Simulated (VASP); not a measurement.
# AlN (F-43m) in VASP: further runs

The runs below take AlN through single point, with B3LYP5.

Program: VASP 6.6.1. These are calculated values, not measurements. Logs are shortened: lines on timing, memory, paths and dates and some standing lists are left out, and cuts for length are marked.

### Step 1. The cell of the first run

The structure is cubic, space group F-43m (No. 216). The conventional cell has a = 4.279 Å, b = 4.279 Å, c = 4.279 Å, α = 90.00°, β = 90.00°, γ = 90.00°. Within 2.5 Å of Al (site symmetry -43m) lie 4 N at 1.85 Å. Within 2.5 Å of N (site symmetry -43m) lie 4 Al at 1.85 Å.

### Step 2. Single point, B3LYP5

Contents of POSCAR:

```
AlN
1.0
    0.0000000000      2.1394097525      2.1394097525
    2.1394097525      0.0000000000      2.1394097525
    2.1394097525      2.1394097525      0.0000000000
Al N
1 1
Direct
    0.0000000000      0.0000000000      0.0000000000
    0.2500000000      0.2500000000      0.2500000000
```

Contents of INCAR.step1:

```
SYSTEM = AlN
ALGO = Normal
EDIFF = 1E-5
ENCUT = 520
GGA = PE
ISIF = 2
ISMEAR = -1
LASPH = .TRUE.
LCHARG = .FALSE.
LREAL = .FALSE.
LWAVE = .TRUE.
NBANDS = 11
NELM = 100
PREC = Accurate
SIGMA = 0.05
```

Contents of INCAR.step2:

```
SYSTEM = AlN
AEXX = 0.2
AGGAC = 0.81
AGGAX = 0.72
ALDAC = 0.19
ALGO = Normal
EDIFF = 1E-6
ENCUT = 520
GGA = B5
ISIF = 2
ISMEAR = -1
ISTART = 1
LASPH = .TRUE.
LCHARG = .FALSE.
LHFCALC = .TRUE.
LREAL = .FALSE.
LWAVE = .FALSE.
NBANDS = 11
NELM = 100
PREC = Accurate
PRECFOCK = Normal
SIGMA = 0.05
```

Contents of KPOINTS:

```
k-points
0
G
  5 5 5
  0 0 0
```

Potentials or basis: VASP PAW PBE potentials, release 64 (Al, N).

Run with:

```console
$ cat potpaw_PBE.64/Al/POTCAR potpaw_PBE.64/N/POTCAR > POTCAR
$ cp INCAR.step1 INCAR
$ mpirun -np 1 vasp_std > vasp.out
$ cp INCAR.step2 INCAR
$ mpirun -np 1 vasp_std > vasp.out
```

OUTCAR:

```text
SYSTEM = AlN
   AEXX = 0.2
   EDIFF = 1E-6
   ENCUT = 520
   GGA = B5
   ISIF = 2
   ISMEAR = -1
   ISTART = 1
   LASPH = .TRUE.
   LHFCALC = .TRUE.
   LREAL = .FALSE.
   NELM = 100
   PREC = Accurate
   PRECFOCK = Normal

 ion  position               nearest neighbor table
   1  0.000  0.000  0.000-   2 1.85   2 1.85   2 1.85   2 1.85
   2  0.250  0.250  0.250-   1 1.85   1 1.85   1 1.85   1 1.85

  LATTYP: Found a face centered cubic cell.
 ALAT       =     4.2788195050

  Lattice vectors:

 A1 = (   0.0000000000,   2.1394097525,   2.1394097525)
 A2 = (   2.1394097525,   0.0000000000,   2.1394097525)
 A3 = (   2.1394097525,   2.1394097525,   0.0000000000)

Analysis of symmetry for initial positions (statically):
=====================================================================
 Subroutine PRICEL returns:
 Original cell was already a primitive cell.

 Routine SETGRP: Setting up the symmetry group for a
 face centered cubic supercell.

 Subroutine GETGRP returns: Found 24 space group operations
 (whereof 24 operations were pure point group operations)
 out of a pool of 48 trial point group operations.

The static configuration has the point symmetry T_d .

Analysis of symmetry for dynamics (positions and initial velocities):
=====================================================================
 Subroutine PRICEL returns:
 Original cell was already a primitive cell.

 Routine SETGRP: Setting up the symmetry group for a
 face centered cubic supercell.

 Subroutine GETGRP returns: Found 24 space group operations
 (whereof 24 operations were pure point group operations)
 out of a pool of 48 trial point group operations.

The dynamic configuration has the point symmetry T_d .

 Subroutine INISYM returns: Found 24 space group operations
 (whereof 24 operations are pure point group operations),
 and found     1 'primitive' translations

----------------------------------------------------------------------------------------

                                     Primitive cell

  volume of cell :      19.5845

  direct lattice vectors                    reciprocal lattice vectors
     0.000000000  2.139409753  2.139409753    -0.233709321  0.233709321  0.233709321
     2.139409753  0.000000000  2.139409753     0.233709321 -0.233709321  0.233709321
     2.139409753  2.139409753  0.000000000     0.233709321  0.233709321 -0.233709321

  length of vectors
     3.025582287  3.025582287  3.025582287     0.404796418  0.404796418  0.404796418

  position of ions in fractional coordinates (direct lattice)
     0.000000000  0.000000000  0.000000000
     0.250000000  0.250000000  0.250000000

  ion indices of the primitive-cell ions
   primitive index   ion index
                 1           1
                 2           2

----------------------------------------------------------------------------------------

 KPOINTS: k-points

Automatic generation of k-mesh.
 Grid dimensions read from file:
 generate k-points for:    5    5    5

 Generating k-lattice:

  Cartesian coordinates                     Fractional coordinates (reciprocal lattice)
    -0.046741864  0.046741864  0.046741864     0.200000000  0.000000000  0.000000000
     0.046741864 -0.046741864  0.046741864     0.000000000  0.200000000  0.000000000
     0.046741864  0.046741864 -0.046741864     0.000000000  0.000000000  0.200000000

  Length of vectors
     0.080959284  0.080959284  0.080959284

  Shift w.r.t. Gamma in fractional coordinates (k-lattice)
     0.000000000  0.000000000  0.000000000

 Subroutine IBZKPT returns following result:
 ===========================================

 Found     10 irreducible k-points:

 Following reciprocal coordinates:
            Coordinates               Weight
  0.000000  0.000000  0.000000      1.000000
  0.200000  0.000000  0.000000      8.000000
  0.400000  0.000000  0.000000      8.000000
  0.200000  0.200000  0.000000      6.000000
  0.400000  0.200000  0.000000     24.000000
 -0.400000  0.200000  0.000000     24.000000
 -0.200000  0.200000  0.000000     12.000000
  0.400000  0.400000  0.000000      6.000000
 -0.400000  0.400000  0.000000     12.000000
 -0.400000  0.400000  0.200000     24.000000
   k-points           NKPTS =     10   k-points in BZ     NKDIM =    125   number of bands    NBANDS=     11
   number of dos      NEDOS =    301   number of ions     NIONS =      2
   total plane-waves  NPLWV =  13824
   dimension x,y,z NGX =    24 NGY =   24 NGZ =   24
   dimension x,y,z NGXF=    48 NGYF=   48 NGZF=   48
   ions per type =               1   1
   NGX,Y,Z   is equivalent  to a cutoff of  13.19, 13.19, 13.19 a.u.
   NGXF,Y,Z  is equivalent  to a cutoff of  26.37, 26.37, 26.37 a.u.
 SYSTEM =  AlN
   PREC   = accura    normal or accurate (medium, high low for compatibility)
   ISTART =      1    job   : 0-new  1-cont  2-samecut
   ICHARG =      0    charge: 1-file 2-atom 10-const
   ISPIN  =      1    spin polarized calculation?
   LNONCOLLINEAR =      F non collinear calculations
   LSORBIT =      F    spin-orbit coupling
   LASPH  =      T    aspherical Exc in radial PAW
   ENCUT  =  520.0 eV  38.22 Ry    6.18 a.u.   5.63  5.63  5.63*2*pi/ulx,y,z
   NELM   =    100;   NELMIN=  2; NELMDL=  0     # of ELM steps
   EDIFF  = 0.1E-05   stopping-criterion for ELM
   LREAL  =      F    real-space projection
   EDIFFG = 0.1E-04   stopping-criterion for IOM
   NSW    =      0    number of steps for IOM
   IBRION =     -1    ionic relax: 0-MD 1-quasi-New 2-CG
   NFREE  =      0    steps in history (QN), initial steepest desc. (CG)
   ISIF   =      2    stress and relaxation
   ISYM   =      3    0-nonsym 1-usesym 2-fastsym
   POTIM  = 0.5000    time-step for ionic-motion
   TEBEG  =    0.0;   TEEND  =   0.0 temperature during run
   PSTRESS=    0.0 pullay stress
   NELECT =       8.0000    total number of electrons
   NUPDOWN=      -1.0000    fix difference up-down
   EMIN   =  10.00;   EMAX   =-10.00  energy-range for DOS
   EFERMI =   0.00;   METHOD = LEGACY
   ISMEAR =    -1;   SIGMA  =   0.05  broadening in eV -4-tet -1-fermi 0-gaus
   EFERMI_NEDOS =   21; number of points for ismear=-14 and -15
   IALGO  =     38    algorithm
   IMIX   =      1    mixing-type and parameters
     AMIX     =   0.40;   BMIX     =  1.00
     AMIX_MAG =   1.60;   BMIX_MAG =  1.00
  volume/ion in A,a.u.               =       9.79        66.08
  Fermi-wavevector in a.u.,A,eV,Ry     =   1.214696  2.295442 20.075204  1.475486
  Thomas-Fermi vector in A             =   2.350107
   LORBIT       =      0    0 simple, 1 ext, 2 COOP (PROOUT), +10 PAW based schemes
   GGA     = B5    functional components
   LHFCALC =     T    Hartree Fock is set to
   PRECFOCK=normal    Normal, Fast or Accurate (Low or Medium for compatibility)
   ENCUT4O =  -1.0   cutoff for four orbital integrals eV
   NKREDX  =     1    reduce k-point grid by
   NKREDY  =     1    reduce k-point grid by
   NKREDZ  =     1    reduce k-point grid by
   AEXX    =    0.2000 exact exchange contribution
   HFSCREEN=    0.0000 screening length (either q_TF or 0.3 A-1)
   HFSCREENC=   0.0000 screening length for correlation (either q_TF or 0.3 A-1)
   ENCUTFOCK=  -1.0 apply spherical cutoff to Coloumb kernel
   IVDW    =     0    specifies the selected vdW correction
   LEPSILON=     F    determine dielectric tensor
   LRPA    =     F    only Hartree local field effects (RPA)
 non-spin polarized calculation
  energy-cutoff  :      520.00
  volume of cell :       19.58
 maximum number of plane-waves:       533
  NGX = 18; NGY = 18; NGZ = 18

 number of electron       7.9999998 magnetization

 Free energy of the ion-electron system (eV)
  ---------------------------------------------------
  ext. energy  EPLUGINS =         0.00000000
  ---------------------------------------------------
  free energy    TOTEN  =       -16.73757750 eV

  energy without entropy =      -16.73757750  energy(sigma->0) =      -16.73757750

 E-fermi :   6.8381     XC(G=0):  -8.7854

 val. band max:        5.7864119744   @ k =   0.0000   0.0000   0.0000
 cond. band min:      11.7501641143   @ k =   0.4000   0.4000   0.0000
 fundamental gap:      5.9637521399
 Fermi energy:         6.8381270451

 k-point     1 :       0.0000    0.0000    0.0000
  band No.  band energies     occupation
      1     -10.6696      2.00000
      2       5.7864      2.00000
      3       5.7864      2.00000
      4       5.7864      2.00000
      5      12.5981      0.00000
      6      21.0608      0.00000
      7      21.0608      0.00000
      8      21.0608      0.00000
      9      26.3027      0.00000
     10      26.3027      0.00000
     11      27.9593      0.00000

 k-point     2 :       0.2000    0.0000    0.0000
  band No.  band energies     occupation
      1     -10.0342      2.00000
      2       3.2411      2.00000
      3       5.5892      2.00000
      4       5.5892      2.00000
      5      14.3899      0.00000
      6      19.9071      0.00000
      7      21.1131      0.00000
      8      21.1131      0.00000
      9      24.4553      0.00000
     10      24.4553      0.00000
     11      26.2661      0.00000

 k-point     3 :       0.4000    0.0000    0.0000
  band No.  band energies     occupation
      1      -8.6573      2.00000
      2      -0.0548      2.00000
      3       5.3035      2.00000
      4       5.3035      2.00000
      5      15.6807      0.00000
      6      18.6531      0.00000
      7      19.6712      0.00000
      8      19.6712      0.00000
      9      26.6930      0.00000
     10      27.7318      0.00000
     11      27.7318      0.00000
[... 71 lines left out ...]
 k-point     9 :      -0.4000    0.4000    0.0000
  band No.  band energies     occupation
      1      -7.6018      2.00000
      2       0.8803      2.00000
      3       2.3084      2.00000
      4       4.1196      2.00000
      5      12.5451      0.00000
      6      18.1191      0.00000
      7      22.3698      0.00000
      8      23.4247      0.00000
      9      24.1071      0.00000
     10      29.8590      0.00000
     11      34.1973      0.00000

 k-point    10 :      -0.4000    0.4000    0.2000
  band No.  band energies     occupation
      1      -7.8030      2.00000
      2       1.0480      2.00000
      3       2.5715      2.00000
      4       3.7515      2.00000
      5      14.1357      0.00000
      6      19.1565      0.00000
      7      19.9728      0.00000
      8      22.2288      0.00000
      9      25.5650      0.00000
     10      28.1860      0.00000
     11      34.2186      0.00000

------------------------ aborting loop because EDIFF is reached ----------------------------------------

  FORCE on cell =-STRESS in cart. coord.  units (eV):
  Direction    XX          YY          ZZ          XY          YZ          ZX
  --------------------------------------------------------------------------------------
  -------------------------------------------------------------------------------------
  Total        2.2463722      2.2463722      2.2463722      0.0000000      0.0000000      0.0000000
  in kB      183.7724443    183.7724443    183.7724443      0.0000000      0.0000000      0.0000000
  external PRESSURE =     183.7724443 kB  Pullay stress =       0.0000000 kB

 VOLUME and BASIS-vectors are now :
 -----------------------------------------------------------------------------
  energy-cutoff  :      520.00
  volume of cell :       19.58
      direct lattice vectors                 reciprocal lattice vectors
     0.000000000  2.139409753  2.139409753    -0.233709321  0.233709321  0.233709321
     2.139409753  0.000000000  2.139409753     0.233709321 -0.233709321  0.233709321
     2.139409753  2.139409753  0.000000000     0.233709321  0.233709321 -0.233709321

 POSITION                                       TOTAL-FORCE (eV/Angst)
 -----------------------------------------------------------------------------------
      0.00000      0.00000      0.00000         0.000000      0.000000      0.000000
      1.06970      1.06970      1.06970        -0.000000     -0.000000     -0.000000
 -----------------------------------------------------------------------------------
    total drift:                                0.000001     -0.000000      0.000000

  FREE ENERGIE OF THE ION-ELECTRON SYSTEM (eV)
  ---------------------------------------------------
  free  energy   TOTEN  =       -16.7375775003 eV

  energy  without entropy=      -16.7375775003  energy(sigma->0) =      -16.73757750
```

It took 94 s on 1 thread of Intel Xeon Platinum 8375C at 2.90GHz (Ice Lake), shared host; peak memory 0.13 GiB.

What came out:

```yaml
Free_energy: -16.7376 eV
Pressure: 18.4 GPa
Band_gap_on_the_k_mesh: 5.96 eV, indirect (least direct gap 6.81 eV)
```

Caveat: the k points lie up to 0.51 Å⁻¹ apart; the PAW data sets were made with another functional, which shifts forces and pressure a little. A k mesh can miss the band edges.

### Step 3. Single point, B3LYP5

This run uses another cell than the first one, of 10.00 Å³/atom, 1.021 times its volume.

Contents of POSCAR:

```
AlN
1.0
    0.0000000000      2.1544765148      2.1544765148
    2.1544765148      0.0000000000      2.1544765148
    2.1544765148      2.1544765148      0.0000000000
Al N
1 1
Direct
    0.0000000000      0.0000000000      0.0000000000
    0.2500000000      0.2500000000      0.2500000000
```

Contents of INCAR.step1:

```
SYSTEM = AlN
  PREC = Accurate
  ENCUT = 520
  EDIFF = 1E-5
  ISMEAR = -1
  SIGMA = 0.05
  LREAL = .FALSE.
  LASPH = .TRUE.
  NELM = 100
  ALGO = Normal
  ISIF = 2
  LWAVE = .TRUE.
  LCHARG = .FALSE.
  GGA = PE
  NBANDS = 11
```

Contents of INCAR.step2:

```
SYSTEM = AlN
  PREC = Accurate
  ENCUT = 520
  EDIFF = 1E-6
  ISMEAR = -1
  SIGMA = 0.05
  LREAL = .FALSE.
  LASPH = .TRUE.
  NELM = 100
  ALGO = Normal
  ISIF = 2
  LWAVE = .FALSE.
  LCHARG = .FALSE.
  GGA = B5
  LHFCALC = .TRUE.
  AEXX = 0.2
  AGGAX = 0.72
  AGGAC = 0.81
  ALDAC = 0.19
  PRECFOCK = Normal
  ISTART = 1
  NBANDS = 11
```

Contents of KPOINTS:

```
regular mesh
0
G
  5 5 5
  0 0 0
```

Potentials or basis: VASP PAW PBE potentials, release 64 (Al, N).

Run with:

```console
$ cat potpaw_PBE.64/Al/POTCAR potpaw_PBE.64/N/POTCAR > POTCAR
$ cp INCAR.step1 INCAR
$ mpirun -np 1 vasp_std > vasp.out
$ cp INCAR.step2 INCAR
$ mpirun -np 1 vasp_std > vasp.out
```

Wall time 97 s (1 thread of Intel Xeon Platinum 8375C at 2.90GHz (Ice Lake), shared host); peak memory 0.13 GiB.

Results (log left out):

- Free energy: -16.7783 eV
- Pressure: 12.9 GPa
- Band gap on the k mesh: 5.93 eV, indirect (least direct gap 6.60 eV)

Levels at points of the mesh, in eV from the valence-band top:
| k point | band 1 | band 2 | band 3 | band 4 | band 5 | band 6 | band 7 | band 8 |
| --- | --- | --- | --- | --- | --- | --- | --- | --- |
| (0.00, 0.00, 0.00) | -16.33 | 0.00 | 0.00 | 0.00 | 6.60 | 15.04 | 15.04 | 15.04 |

Caveat: the k points lie up to 0.51 Å⁻¹ apart; the PAW data sets were made with another functional, which shifts forces and pressure a little. A k mesh can miss the band edges.

### Step 4. Single point, B3LYP5

This run uses another cell than the first one, of 10.21 Å³/atom, 1.043 times its volume.

Contents of POSCAR:

```
AlN
1.0
    0.0000000000      2.1693354430      2.1693354430
    2.1693354430      0.0000000000      2.1693354430
    2.1693354430      2.1693354430      0.0000000000
Al N
1 1
Direct
    0.0000000000      0.0000000000      0.0000000000
    0.2500000000      0.2500000000      0.2500000000
```

Contents of INCAR.step1:

```
SYSTEM = AlN
ALGO = Normal ; EDIFF = 1E-5
ENCUT = 520 ; GGA = PE
ISIF = 2 ; ISMEAR = -1
LASPH = .TRUE. ; LCHARG = .FALSE.
LREAL = .FALSE. ; LWAVE = .TRUE.
NBANDS = 11 ; NELM = 80
PREC = Accurate ; SIGMA = 0.05
```

Contents of INCAR.step2:

```
SYSTEM = AlN
AEXX = 0.2 ; AGGAC = 0.81
AGGAX = 0.72 ; ALDAC = 0.19
ALGO = Normal ; EDIFF = 1E-6
ENCUT = 520 ; GGA = B5
ISIF = 2 ; ISMEAR = -1
ISTART = 1 ; LASPH = .TRUE.
LCHARG = .FALSE. ; LHFCALC = .TRUE.
LREAL = .FALSE. ; LWAVE = .FALSE.
NBANDS = 11 ; NELM = 80
PREC = Accurate ; PRECFOCK = Normal
SIGMA = 0.05
```

Contents of KPOINTS:

```
k-points
0
G
  5 5 5
  0 0 0
```

Run with:

```console
$ cat potpaw_PBE.64/Al/POTCAR potpaw_PBE.64/N/POTCAR > POTCAR
$ cp INCAR.step1 INCAR
$ mpirun -np 1 vasp_std > vasp.out
$ cp INCAR.step2 INCAR
$ mpirun -np 1 vasp_std > vasp.out
```

Wall time 92 s (1 thread of Intel Xeon Platinum 8375C at 2.90GHz (Ice Lake), shared host); peak memory 0.13 GiB.

Results (log left out):

```yaml
Free_energy: -16.8053 eV
Pressure: 7.8 GPa
Band_gap_on_the_k_mesh: 5.90 eV, indirect (least direct gap 6.39 eV)
```

Levels at points of the mesh, in eV from the valence-band top:
| k point | band 2 | band 3 | band 4 | band 5 | band 6 | band 7 |
| --- | --- | --- | --- | --- | --- | --- |
| (0.00, 0.00, 0.00) | 0.00 | 0.00 | 0.00 | 6.39 | 14.82 | 14.82 |

Caveat: the k points lie up to 0.50 Å⁻¹ apart; the PAW data sets were made with another functional, which shifts forces and pressure a little. A k mesh can miss the band edges.

### Step 5. Single point, B3LYP5

This run uses another cell than the first one, of 10.42 Å³/atom, 1.064 times its volume.

Contents of POSCAR:

```
AlN
1.0
    0.0000000000      2.1839935596      2.1839935596
    2.1839935596      0.0000000000      2.1839935596
    2.1839935596      2.1839935596      0.0000000000
Al N
1 1
Direct
    0.0000000000      0.0000000000      0.0000000000
    0.2500000000      0.2500000000      0.2500000000
```

Contents of INCAR.step1:

```
SYSTEM = AlN
PREC = Accurate
ENCUT = 520
EDIFF = 1E-5
ISMEAR = -1
SIGMA = 0.05
LREAL = .FALSE.
LASPH = .TRUE.
NELM = 80
ALGO = Normal
ISIF = 2
LWAVE = .TRUE.
LCHARG = .FALSE.
NBANDS = 11
GGA = PE
```

Contents of INCAR.step2:

```
SYSTEM = AlN
PREC = Accurate
ENCUT = 520
EDIFF = 1E-6
ISMEAR = -1
SIGMA = 0.05
LREAL = .FALSE.
LASPH = .TRUE.
NELM = 80
ALGO = Normal
ISIF = 2
LWAVE = .FALSE.
LCHARG = .FALSE.
GGA = B5
LHFCALC = .TRUE.
AEXX = 0.2
AGGAX = 0.72
AGGAC = 0.81
ALDAC = 0.19
PRECFOCK = Normal
NBANDS = 11
ISTART = 1
```

Contents of KPOINTS:

```
regular mesh
0
G
  5 5 5
  0 0 0
```

Run with:

```console
$ cat potpaw_PBE.64/Al/POTCAR potpaw_PBE.64/N/POTCAR > POTCAR
$ cp INCAR.step1 INCAR
$ mpirun -np 1 vasp_std > vasp.out
$ cp INCAR.step2 INCAR
$ mpirun -np 1 vasp_std > vasp.out
```

Run time: 91 s. Hardware: 1 thread of Intel Xeon Platinum 8375C at 2.90GHz (Ice Lake), shared host; peak memory 0.13 GiB.

It converged, with:

```
Free energy            : -16.8199 eV
Pressure               : 3.3 GPa
Band gap on the k mesh : 5.86 eV, indirect (least direct gap 6.19 eV)
```

Levels at points of the mesh, in eV from the valence-band top:
```csv
k point,band 1,band 2,band 3,band 4,band 5,band 6,band 7,band 8,band 9
"(0.00, 0.00, 0.00)",-16.08,0.00,0.00,0.00,6.19,14.60,14.60,14.60,19.97
```

Caveat: the k points lie up to 0.50 Å⁻¹ apart; the PAW data sets were made with another functional, which shifts forces and pressure a little. A k mesh can miss the band edges.

### Step 6. Overview

```tsv
cell	gap on the mesh (eV)	pressure (GPa)
a = 3.026 Å, angles 60.0°, 2 atoms	5.96	18.4
a = 3.047 Å, angles 60.0°, 2 atoms	5.93	12.9
a = 3.068 Å, angles 60.0°, 2 atoms	5.90	7.8
a = 3.089 Å, angles 60.0°, 2 atoms	5.86	3.3
```

Alike in all rows: task single point; level B3LYP5; potentials or basis VASP PAW PBE potentials, release 64 (Al, N); no spin polarisation; k mesh 5 × 5 × 5; cutoff (eV) 520; smearing fermi-dirac 0.05 eV.

Caveats: all runs use coarse meshes; the PAW data sets were made with another functional, which shifts forces and pressure a little.

Total energies depend on the potentials used, so only differences within one code and one set of settings carry meaning.
